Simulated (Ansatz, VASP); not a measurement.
# Two plane-wave programs on SrC2

```
Sr C
1.0
    -2.06159    2.06159    3.40286
     2.06159   -2.06159    3.40286
     2.06159    2.06159   -3.40286
Sr C
1 2
Cartesian
  0.0000 0.0000 0.0000
  0.0000 0.0000 2.7723
  0.0000 0.0000 4.0334
```

Alike in both runs: task relaxation of cell and atoms; functional LDA; k mesh 10 × 10 × 10; occupations gaussian, width 0.02 eV; no spin polarisation.

```csv
,VASP,Ansatz
version,VASP 6.6.1,Ansatz 0.2.0
potentials or method,"VASP PAW LDA potentials, release 64 (Sr_sv, C), cutoff 600 eV","scalar-relativistic, plane waves, PAW"
valence electrons in the cell,18,18
```

Ansatz gave:

* gap on the k mesh at the Fermi level, each at its own relaxed structure (eV): 1.27
* relaxed volume (Å³/atom): 17.75
* relaxed length of the cell vector where the two differ most in proportion (Å): 4.375

Task: Which values does VASP return?

Result: gap on the k mesh at the Fermi level, each at its own relaxed structure (eV): 1.26; relaxed volume (Å³/atom): 17.80; relaxed length of the cell vector where the two differ most in proportion (Å): 4.378.

LDA's correlation is that of Perdew and Zunger in VASP and of Perdew and Wang (1992) in Ansatz.
